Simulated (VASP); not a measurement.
Runs of VASP 6.6.1 on BAs. The structure is that of space group Pm-3m (No. 221), or close to it. The cells are those of the table. 

```tsv
task	cell	k mesh	cutoff (eV)	smearing	gap on the mesh (eV)	pressure (GPa)	relaxed volume (Å³/atom)
single point	a = 2.947 Å, 2 atoms	6 × 6 × 6	520	gaussian 0.1 eV	none	0.0	-
single point	a = 2.934 Å, 2 atoms	18 × 18 × 18	520	gaussian 0.1 eV	none	(b)	-
single point	a = 2.934 Å, 2 atoms	18 × 18 × 18	500	tetrahedron	none	0.4	-
single point	a = 3.195 Å, 2 atoms	6 × 6 × 6	520	gaussian 0.1 eV	none	-15.6	-
relaxation of cell and atoms	relaxed from a = 2.947 Å, 2 atoms	18 × 18 × 18	600	gaussian 0.1 eV	-	0.0	(a)
relaxation of cell and atoms	relaxed from a = 3.195 Å, 2 atoms	6 × 6 × 6	600	gaussian 0.1 eV	-	-0.4	12.84
```

Alike in all rows: level PBE; potentials or basis VASP PAW PBE potentials, release 64 (B, As); no spin polarisation.

Question: Estimate the missing entries.

Answer: (a) 12.65; (b) 0.2.

Caveats: the bands computed are all filled at some k points, so no gap is given (some runs); tetrahedron occupations give inexact forces and stress in metals (some runs); the volume moved by over 15 % at a fixed basis, so the end points are rough (some runs).

A k mesh can miss the band edges, and the runs leave out spin-orbit coupling on As.

A gap of «none» marks levels without a gap at the run's occupations.
